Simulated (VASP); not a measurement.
# Au (P6_3/mmc) in VASP: a series of runs

Au is run at these levels: LDA; tasks: relaxation of cell and atoms.

Everything below comes from runs of VASP 6.6.1. Logs are shortened: lines on timing, memory, paths and dates and some standing lists are left out, and cuts for length are marked.

## Step 1: The cell of the first run

Symmetry: P6_3/mmc, No. 194, hexagonal system. Conventional cell: a = 2.805 Å, b = 2.805 Å, c = 4.693 Å, α = 90.00°, β = 90.00°, γ = 120.00°. Within 3.7 Å of Au (site symmetry -6m2) lie 12 Au at 2.80 to 2.85 Å.

## Step 2: Relaxation of cell and atoms, LDA, target pressure 15 GPa, at which the enthalpy is minimised

Contents of INCAR:

```
SYSTEM = Au
PREC = Accurate
ENCUT = 500
EDIFF = 1E-7
ISMEAR = -1
SIGMA = 0.15
LREAL = .FALSE.
LASPH = .TRUE.
NELM = 120
ALGO = Normal
ISIF = 3
LWAVE = .FALSE.
LCHARG = .FALSE.
IBRION = 2
NSW = 80
EDIFFG = -0.001
PSTRESS = 150.0
GGA_COMPAT = .FALSE.
NELMIN = 4
```

Contents of KPOINTS:

```
regular mesh
0
G
  18 18 10
  0 0 0
```

Contents of POSCAR:

```
Au
1.0
    2.8045081355      0.0000000000      0.0000000000
   -1.4022540677      2.4287752905      0.0000000000
    0.0000000000      0.0000000000      4.6931233054
Au
2
Direct
    0.3333333333      0.6666666667      0.7500000000
    0.6666666667      0.3333333333      0.2500000000
```

Potentials or basis: VASP PAW LDA potentials, release 64 (Au).

Launch:

```sh
cat potpaw_LDA.64/Au/POTCAR > POTCAR
mpirun -np 1 vasp_std > vasp.out
```

OUTCAR:

```text
SYSTEM = Au
   PREC = Accurate
   ENCUT = 500
   EDIFF = 1E-7
   ISMEAR = -1
   LREAL = .FALSE.
   LASPH = .TRUE.
   NELM = 120
   ISIF = 3
   IBRION = 2
   NSW = 80
   EDIFFG = -0.001
   PSTRESS = 150.0
   NELMIN = 4

 ion  position               nearest neighbor table
   1  0.333  0.667  0.750-   2 2.85   2 2.85   2 2.85   2 2.85   2 2.85   2 2.85
   2  0.667  0.333  0.250-   1 2.85   1 2.85   1 2.85   1 2.85   1 2.85   1 2.85

  LATTYP: Found a hexagonal cell.
 ALAT       =     2.8045081355
 C/A-ratio  =     1.6734211771

  Lattice vectors:

 A1 = (   2.8045081355,   0.0000000000,   0.0000000000)
 A2 = (  -1.4022540677,   2.4287752905,   0.0000000000)
 A3 = (   0.0000000000,   0.0000000000,   4.6931233054)

Analysis of symmetry for initial positions (statically):
=====================================================================
 Subroutine PRICEL returns:
 Original cell was already a primitive cell.

 Routine SETGRP: Setting up the symmetry group for a
 hexagonal supercell.

 Subroutine GETGRP returns: Found 24 space group operations
 (whereof 12 operations were pure point group operations)
 out of a pool of 24 trial point group operations.

The static configuration has the point symmetry D_3d.
 The point group associated with its full space group is D_6h.

Analysis of symmetry for dynamics (positions and initial velocities):
=====================================================================
 Subroutine PRICEL returns:
 Original cell was already a primitive cell.

 Routine SETGRP: Setting up the symmetry group for a
 hexagonal supercell.

 Subroutine GETGRP returns: Found 24 space group operations
 (whereof 12 operations were pure point group operations)
 out of a pool of 24 trial point group operations.

The dynamic configuration has the point symmetry D_3d.
 The point group associated with its full space group is D_6h.

 Subroutine INISYM returns: Found 24 space group operations
 (whereof 12 operations are pure point group operations),
 and found     1 'primitive' translations

----------------------------------------------------------------------------------------

                                     Primitive cell

  volume of cell :      31.9673

  direct lattice vectors                    reciprocal lattice vectors
     2.804508135  0.000000000  0.000000000     0.356568764  0.205865072  0.000000000
    -1.402254068  2.428775290  0.000000000     0.000000000  0.411730144  0.000000000
[... 108 lines left out ...]
  Thomas-Fermi vector in A             =   2.563564
   LORBIT       =      0    0 simple, 1 ext, 2 COOP (PROOUT), +10 PAW based schemes
   GGA     = CA    functional components
   LHFCALC =     F    Hartree Fock is set to
   AEXX    =    0.0000 exact exchange contribution
   IVDW    =     0    specifies the selected vdW correction
   LEPSILON=     F    determine dielectric tensor
   LRPA    =     F    only Hartree local field effects (RPA)
 conjugate gradient relaxation of ions
 non-spin polarized calculation
  energy-cutoff  :      500.00
  volume of cell :       31.97
 maximum number of plane-waves:       827
   NGX = 11   NGY = 11   NGZ = 17

--------------------------------------- Ionic step        1  -------------------------------------------

 number of electron      22.0000000 magnetization

 Free energy of the ion-electron system (eV)
  ---------------------------------------------------
  ext. energy  EPLUGINS =         0.00000000
  ---------------------------------------------------
  free energy    TOTEN  =        -8.86254162 eV

  energy without entropy =       -8.81729052  energy(sigma->0) =       -8.83991607

------------------------ aborting loop because EDIFF is reached ----------------------------------------

  FORCE on cell =-STRESS in cart. coord.  units (eV):
  Direction    XX          YY          ZZ          XY          YZ          ZX
  --------------------------------------------------------------------------------------
  -------------------------------------------------------------------------------------
  Total        1.7260126      1.7260126      1.6890083      0.0000000      0.0000000      0.0000000
  in kB       86.5064582     86.5064582     84.6518333      0.0000000      0.0000000      0.0000000
  external PRESSURE =     -64.1117501 kB  Pullay stress =     150.0000000 kB
[... 97 lines left out ...]
  energy  without entropy=       -8.7622612899  energy(sigma->0) =       -8.78440272

  enthalpy is  TOTEN    =        -5.8859633103 eV   P V=        2.9205808319

[... ionic steps 4 to 7 ...]

--------------------------------------- Ionic step        8  -------------------------------------------

 number of electron      21.9999996 magnetization

------------------------ aborting loop because EDIFF is reached ----------------------------------------
[... 71 lines left out ...]
--------------------------------------- Ionic step       10  -------------------------------------------

 number of electron      21.9999996 magnetization

 Free energy of the ion-electron system (eV)
  ---------------------------------------------------
  ext. energy  EPLUGINS =         0.00000000
  ---------------------------------------------------
  free energy    TOTEN  =        -8.80445095 eV

  energy without entropy =       -8.76015710  energy(sigma->0) =       -8.78230402

 E-fermi :  10.8555     XC(G=0): -13.5058

 val. band max:       10.8551206064   @ k =   0.3889   0.1111   0.3000
 cond. band min:      10.8753685090   @ k =   0.3333   0.1667   0.2000
 fundamental gap:      0.0202479026
 Fermi energy:        10.8554692795

 k-point     1 :       0.0000    0.0000    0.0000
  band No.  band energies     occupation
      1      -0.0265      2.00000
      2       2.5734      2.00000
      3       5.4723      2.00000
      4       5.7597      2.00000
      5       5.7597      2.00000
      6       6.1403      2.00000
      7       6.1403      2.00000
      8       6.9191      2.00000
      9       6.9191      2.00000
     10       8.5688      2.00000
     11       8.5688      2.00000
     12       9.2720      1.99995
     13      14.0887      0.00000
     14      25.2833      0.00000
[... 401 lines left out ...]
      2       3.4714      2.00000
      3       3.8079      2.00000
      4       5.6399      2.00000
      5       5.9977      2.00000
      6       6.0555      2.00000
      7       6.3364      2.00000
      8       8.5056      2.00000
      9       8.7362      2.00000
     10       8.8525      2.00000
     11      10.8159      1.13101
     12      13.9990      0.00000
     13      16.5013      0.00000
     14      18.6270      0.00000
     15      19.1066      0.00000

 [... further k-points ...]
[... 5 lines left out ...]
  --------------------------------------------------------------------------------------
  -------------------------------------------------------------------------------------
  Total        2.9196439      2.9196439      2.9190546      0.0000000     -0.0000000      0.0000000
  in kB      150.0631219    150.0631219    150.0328310      0.0000000     -0.0000000      0.0000000
  external PRESSURE =       0.0530250 kB  Pullay stress =     150.0000000 kB
[... 21 lines left out ...]
  energy  without entropy=       -8.7601570973  energy(sigma->0) =       -8.78230402

  enthalpy is  TOTEN    =        -5.8860351417 eV   P V=        2.9184158092

 reached required accuracy - stopping structural energy minimisation
```

Wall time 5.1 min (1 thread of Intel Xeon 6975P-C (Granite Rapids), shared host); peak memory 0.21 GiB.

What came out:

```yaml
Free_energy: -8.8045 eV
Relaxed_volume: 15.59 Å³/atom
Relaxed_cell: a = 2.784 Å, b = 2.784 Å, c = 4.646 Å, α = 90.00°, β = 90.00°, γ = 120.00°
Space_group_after_relaxing_to_0.05_Å: P6_3/mmc (No. 194)
Energy_change_on_relaxing_the_enthalpy_is_what_falls: +29.0 meV/atom
Ionic_steps: 10
Pressure_after_relaxing: 15.0 GPa
Band_gap_on_the_k_mesh: zero (band 11 reaches 15.64 eV, above the bottom of band 12 at 8.03 eV)
```

The path:
```csv
step,energy change (eV),largest force (eV/Å),pressure (GPa),volume (Å³)
1,0.0000,0.0000,8.59,31.97
2,0.3882,0.0000,37.55,29.10
3,0.0560,0.0000,14.82,31.20
4,0.0577,0.0000,14.96,31.18
5,0.0592,0.0000,15.10,31.16
6,0.0556,0.0000,14.77,31.20
7,0.0563,0.0000,14.85,31.19
8,0.0586,0.0000,15.07,31.17
9,0.0580,0.0000,15.00,31.17
10,0.0581,0.0000,15.01,31.17
```

Final structure:
```
Au
1.0
     2.78351    0.00000    0.00000
    -1.39175    2.41059    0.00000
     0.00000    0.00000    4.64570
Au
2
Direct
  0.33333 0.66667 0.75000
  0.66667 0.33333 0.25000
```

Levels at points of the mesh, in eV from the Fermi level:
| k point | band 8 | band 9 | band 10 | band 11 | band 12 | band 13 | band 14 | band 15 |
| --- | --- | --- | --- | --- | --- | --- | --- | --- |
| (0.00, 0.00, 0.00) | -3.94 | -3.94 | -2.29 | -2.29 | -1.58 | 3.23 | 14.43 | 15.78 |
| (0.50, 0.00, 0.00) | -1.97 | -1.93 | -1.70 | 0.38 | 1.78 | 6.03 | 7.65 | 8.07 |
| (0.00, 0.00, 0.50) | -5.15 | -2.83 | -2.83 | -2.83 | -2.83 | 11.37 | 11.37 | 14.80 |
| (0.50, 0.00, 0.50) | -2.64 | -1.80 | -1.80 | 0.24 | 0.24 | 4.48 | 4.48 | 13.65 |

Caveat: the cell is relaxed towards a set pressure, so the enthalpy falls and the energy may rise; spin-orbit coupling is left out, which moves the levels of the heavy elements.

## Step 3: Relaxation of cell and atoms, LDA, target pressure 3 GPa, at which the enthalpy is minimised

This run uses another cell than the first one, of 16.60 Å³/atom, 1.038 times its volume.

Contents of INCAR:

```
PREC = Accurate
ENCUT = 500
EDIFF = 1E-7
ISMEAR = -1
SIGMA = 0.15
LREAL = False
LASPH = True
NELM = 120
ALGO = Normal
ISIF = 3
LWAVE = False
LCHARG = False
GGA = CA
IBRION = 2
NSW = 80
EDIFFG = -0.001
PSTRESS = 30.0
GGA_COMPAT = False
NELMIN = 4
```

Contents of KPOINTS:

```
Automatic mesh
0
Gamma
  18 18 10
```

Contents of POSCAR:

```
Au
1.0
    2.8369747854      0.0000000000      0.0000000000
   -1.4184873927      2.4568922341      0.0000000000
    0.0000000000      0.0000000000      4.7618498662
Au
2
Direct
    0.3333333333      0.6666666667      0.7500000000
    0.6666666667      0.3333333333      0.2500000000
```

Potentials or basis: VASP PAW LDA potentials, release 64 (Au).

Launch:

```sh
cat potpaw_LDA.64/Au/POTCAR > POTCAR
mpirun -np 1 vasp_std > vasp.out
```

Run time: 5.2 min. Hardware: 1 thread of Intel Xeon 6975P-C (Granite Rapids), shared host; peak memory 0.22 GiB.

The run converged. Its results:

```yaml
Free_energy: -8.8925 eV
Relaxed_volume: 16.39 Å³/atom
Relaxed_cell: a = 2.828 Å, b = 2.828 Å, c = 4.733 Å, α = 90.00°, β = 90.00°, γ = 120.00°
Space_group_after_relaxing_to_0.05_Å: P6_3/mmc (No. 194)
Energy_change_on_relaxing_the_enthalpy_is_what_falls: +2.2 meV/atom
Ionic_steps: 11
Pressure_after_relaxing: 3.0 GPa
Band_gap_on_the_k_mesh: zero (band 11 reaches 14.44 eV, above the bottom of band 12 at 7.22 eV)
```

The path:
```
step  energy change (eV)  largest force (eV/Å)  pressure (GPa)  volume (Å³)
   1              0.0000                0.0000            0.51        33.19
   2              0.0335                0.0000            8.60        31.97
   3              0.0044                0.0000            2.98        32.78
   4              0.0045                0.0000            3.02        32.77
   5              0.0045                0.0000            3.03        32.77
   6              0.0045                0.0000            3.03        32.77
   7              0.0045                0.0000            3.03        32.77
   8              0.0045                0.0000            3.03        32.77
   9              0.0045                0.0000            3.03        32.77
  10              0.0042                0.0000            2.94        32.79
  11              0.0045                0.0000            2.99        32.78
```

Final structure:
```cif
data_structure
_symmetry_space_group_name_H-M 'P 1'
_symmetry_Int_Tables_number 1
_cell_length_a 2.8277
_cell_length_b 2.8277
_cell_length_c 4.7334
_cell_angle_alpha 90.000
_cell_angle_beta 90.000
_cell_angle_gamma 120.000
_cell_volume 32.78
loop_
_atom_site_label
_atom_site_type_symbol
_atom_site_fract_x
_atom_site_fract_y
_atom_site_fract_z
_atom_site_occupancy
Au1 Au 0.33333 0.66667 0.75000 1
Au2 Au 0.66667 0.33333 0.25000 1
```

Levels at points of the mesh, in eV from the Fermi level:
| k point | band 9 | band 10 | band 11 | band 12 | band 13 | band 14 |
| --- | --- | --- | --- | --- | --- | --- |
| (0.00, 0.00, 0.00) | -3.71 | -2.21 | -2.21 | -1.34 | 2.93 | 14.53 |
| (0.50, 0.00, 0.00) | -1.88 | -1.68 | 0.38 | 1.67 | 5.86 | 7.44 |
| (0.00, 0.00, 0.50) | -2.71 | -2.71 | -2.71 | -2.71 | 10.97 | 10.97 |
| (0.50, 0.00, 0.50) | -1.76 | -1.76 | 0.36 | 0.36 | 4.20 | 4.20 |

Caveat: the cell is relaxed towards a set pressure, so the enthalpy falls and the energy may rise; spin-orbit coupling is left out, which moves the levels of the heavy elements. LDA usually gives volumes a few per cent too small.
